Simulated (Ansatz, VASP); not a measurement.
## Two plane-wave programs on Pt

INCAR

```
  ALGO = Normal
  DIPOL = 0.5 0.5 0.500
  EDIFF = 1E-6
  ENCUT = 520
  GGA = PE
  IDIPOL = 3
  ISIF = 2
  ISMEAR = -1
  LASPH = True
  LCHARG = True
  LDIPOL = True
  LELF = True
  LREAL = False
  LVACPOTAV = True
  LVHAR = True
  LWAVE = False
  NBANDS = 33
  NELM = 100
  PREC = Accurate
  SIGMA = 0.025
```

File KPOINTS:

```
k-points
0
Gamma
  12 12 1
```

The input POSCAR:

```
Pt
1.0
    2.8072933478      0.0000000000      0.0000000000
   -1.4036466739      2.4311873550      0.0000000000
    0.0000000000      0.0000000000     24.1685816804
Pt
5
Direct
    0.6666666667      0.3333333333      0.3103202372
    0.3333333333      0.6666666667      0.4051601186
    0.0000000000      0.0000000000      0.5000000000
    0.6666666667      0.3333333333      0.5948398814
    0.3333333333      0.6666666667      0.6896797628
```

Input for Ansatz:

```yaml
crystal:
  lattice:
    - [2.8072933478, 0.0, 0.0]
    - [-1.4036466739, 2.431187355, 0.0]
    - [0.0, 0.0, 24.1685816804]
  atoms:
    - { symbol: Pt, position: [0.6666666667, 0.3333333333, 0.3103202372] }
    - { symbol: Pt, position: [0.3333333333, 0.6666666667, 0.4051601186] }
    - { symbol: Pt, position: [0.0, 0.0, 0.5] }
    - { symbol: Pt, position: [0.6666666667, 0.3333333333, 0.5948398814] }
    - { symbol: Pt, position: [0.3333333333, 0.6666666667, 0.6896797628] }
basis:
  ecutwfc: 420
kpoints:
  mp_grid: { grid: [12, 12, 1] }
hamiltonian:
  xc: pbe
scf:
  occupations: { method: fermi_dirac, width: 0.025 }
output:
  forces: true
  stress: true
  eigenvalues: true
efield:
  axis: 3
  dipole_correction: true
  ramp_width: 0.04
```

Alike in both runs: task single point; functional PBE; k mesh 12 × 12 × 1; occupations fermi-dirac, width 0.025 eV; no spin polarisation.

|  | VASP | Ansatz |
| --- | --- | --- |
| version | VASP 6.6.1 | Ansatz 0.2.0 |
| potentials or method | VASP PAW PBE potentials, release 64 (Pt), cutoff 520 eV | scalar-relativistic, plane waves, PAW |
| valence electrons in the cell | 50 | 90 |

|  | VASP | Ansatz | Ansatz less VASP |
| --- | --- | --- | --- |
| gap on the k mesh at the Fermi level (eV) | none | none | - |
| rms of the force components (eV/Å) | 0.101 | 0.106 | +0.0044 |
| work function, face that differs most (eV) | 5.69 | 5.69 | -0.001 |

Atom by atom the forces differ by 0.008 eV/Å (rms over components). A gap of «none» marks a metal or a gap that the smearing closes. The functional is the same, so the differences come from potentials, cutoffs and numerics. VASP's potentials hold 50 valence electrons a cell and Ansatz's 90, so a difference there can come from the potentials and not from the codes.

Spin-orbit coupling is off throughout.
